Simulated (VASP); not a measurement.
Here is a VASP 6.6.1 calculation.

The input INCAR:

```
SYSTEM = K3SbI
  ALGO = Normal
  EDIFF = 1E-6
  EDIFFG = -0.01
  ENCUT = 600
  GGA = PE
  IBRION = 2
  ISIF = 3
  ISMEAR = 0
  LASPH = .TRUE.
  LCHARG = .FALSE.
  LREAL = .FALSE.
  LWAVE = .FALSE.
  NELM = 100
  NSW = 100
  PREC = Accurate
  SIGMA = 0.1
```

Contents of KPOINTS:

```
k-points
0
G
  6 6 6
  0 0 0
```

POSCAR

```
K3SbI
1.0
    6.6076236197      0.0000000000      0.0000000000
    0.0000000000      6.6076236197      0.0000000000
    0.0000000000      0.0000000000      6.6076236197
K Sb I
3 1 1
Direct
    0.5000000000      0.5000000000      0.0000000000
    0.0000000000      0.5000000000      0.5000000000
    0.5000000000      0.0000000000      0.5000000000
    0.5000000000      0.5000000000      0.5000000000
    0.0000000000      0.0000000000      0.0000000000
```

Potentials or basis: VASP PAW PBE potentials, release 64 (K_sv, Sb, I).

The run is started by

```bash
$ cat potpaw_PBE.64/K_sv/POTCAR potpaw_PBE.64/Sb/POTCAR potpaw_PBE.64/I/POTCAR > POTCAR
$ mpirun -np 1 vasp_std > vasp.out
```

Question: Predict the space group after relaxing (to 0.05 Å).

Answer: Pm-3m (No. 221).

Question: Predict the relaxed cell.

Answer: a = 6.664 Å, b = 6.664 Å, c = 6.664 Å, α = 90.00°, β = 90.00°, γ = 90.00°.

Question: Predict the relaxed volume.

Answer: 59.19 Å³/atom.

The path:
| step | energy change (eV) | largest force (eV/Å) | pressure (GPa) | volume (Å³) |
| --- | --- | --- | --- | --- |
| 1 | 0.0000 | 0.0000 | 0.20 | 288.49 |
| 2 | -0.0029 | 0.0000 | 0.12 | 291.47 |
| 3 | -0.0042 | 0.0000 | -0.04 | 297.59 |
| 4 | -0.0044 | 0.0000 | 0.00 | 295.97 |

Caveat: an odd number of electrons without spin polarisation forces a metal; a magnetic or distorted state may lie lower.
